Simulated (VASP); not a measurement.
Wanted: the native input for a VASP 6.6.1 run.

* Task: relaxation of the atoms
* Functional: PBE
* Potentials or basis: VASP PAW PBE potentials, release 64 (Pt, Se)
* Cutoff: 520 eV
* k mesh: 2 × 2 × 2, shifted
* Occupations: gaussian, width 0.01 eV
* Spin: no spin polarisation
* Dipole correction: no
* Further INCAR settings: LREAL = Auto; ALGO = Normal; EDIFF = 1e-06; IBRION = 2; EDIFFG = -0.025; NSW = 65

The structure of Pt9Se17 (a cell with a defect) lies in POSCAR:

```
Pt9Se17
1.0
   -5.6273392466      3.2489458289      6.5013329040
    0.0000000000     -6.4978916577      6.5013329040
    5.6273392466      3.2489458289      6.5013329040
Pt Se
9 17
Direct
    0.6601924088      0.6714985241      0.6730108688
    0.0000000000      0.3333333333      0.6666666667
    0.3333333333      0.6666666667      0.0000000000
    0.3267391894     -0.0006610751      0.6662836052
    0.6666666667      0.3333333333      0.0000000000
    0.0000000000      0.6666666667      0.3333333333
    0.0000000000      0.0000000000      0.0000000000
    0.3333333333      0.3333333333      0.3333333333
    0.6649985095     -0.0032529943      0.3282144172
    0.8218991393      0.4885658059      0.4885658059
    0.1552324726      0.8218991393      0.8218991393
    0.1552324726      0.1552324726      0.4885658059
    0.4885658059      0.4885658059      0.8218991393
    0.8218991393      0.8218991393      0.1552324726
    0.8218991393      0.1552324726      0.8218991393
    0.1552324726      0.4885658059      0.1552324726
    0.4885658059      0.1552324726      0.1552324726
    0.5114341941      0.5114341941      0.1781008607
    0.8447675274      0.1781008607      0.1781008607
    0.1781008607      0.5114341941      0.5114341941
    0.1781008607      0.8447675274      0.1781008607
    0.5114341941      0.1781008607      0.5114341941
    0.8447675274      0.5114341941      0.8447675274
    0.8447675274      0.8447675274      0.5114341941
    0.1781008607      0.1781008607      0.8447675274
    0.5114341941      0.8447675274      0.8447675274
```

This cell differs from its parent crystal: atoms taken out.

These files were run (other wordings do the same):

INCAR

```
SYSTEM = Pt9Se17
ALGO     = Normal         ! electronic algorithm
EDIFF    = 1E-6           ! SCF threshold, eV
EDIFFG   = -0.025         ! ionic threshold
ENCUT    = 520            ! plane-wave cutoff, eV
GGA      = PE             ! functional
IBRION   = 2              ! ionic algorithm
ISIF     = 2              ! what is computed and relaxed
ISMEAR   = 0              ! smearing method
LASPH    = .True.         ! aspherical terms in the spheres
LCHARG   = .False.        ! write CHGCAR
LREAL    = Auto         
LUSENCCL = .False.      
LWAVE    = .False.        ! write WAVECAR
NELM     = 80             ! most SCF steps
NSW      = 65             ! ionic steps
PREC     = Accurate       ! precision mode
SIGMA    = 0.01           ! smearing width, eV
```

KPOINTS

```
Automatic mesh
0
Gamma
  2 2 2
  0.5 0.5 0.5
```

Potentials or basis: VASP PAW PBE potentials, release 64 (Pt, Se).

Command:

```console
$ cat potpaw_PBE.64/Pt/POTCAR potpaw_PBE.64/Se/POTCAR > POTCAR
$ mpirun -np 1 vasp_std > vasp.out
```

Results of the run:

| Property | Result |
| --- | --- |
| Energy gained by relaxing | 8.6 meV/atom |
| Ionic steps | 13 |
| Pressure after relaxing | -0.7 GPa |
| Largest force after relaxing | 0.025 eV/Å |
| Band gap on the k mesh | 0.38 eV |

Caveat: the cell differs from its parent crystal (atoms taken out); spin-orbit coupling is left out, which moves the levels of the heavy elements.

It took 7.8 min on 1 × NVIDIA H100 80GB with 1 thread of AMD EPYC 7R13 Processor (Zen 3), on a shared host, peak memory 1.6 GiB.
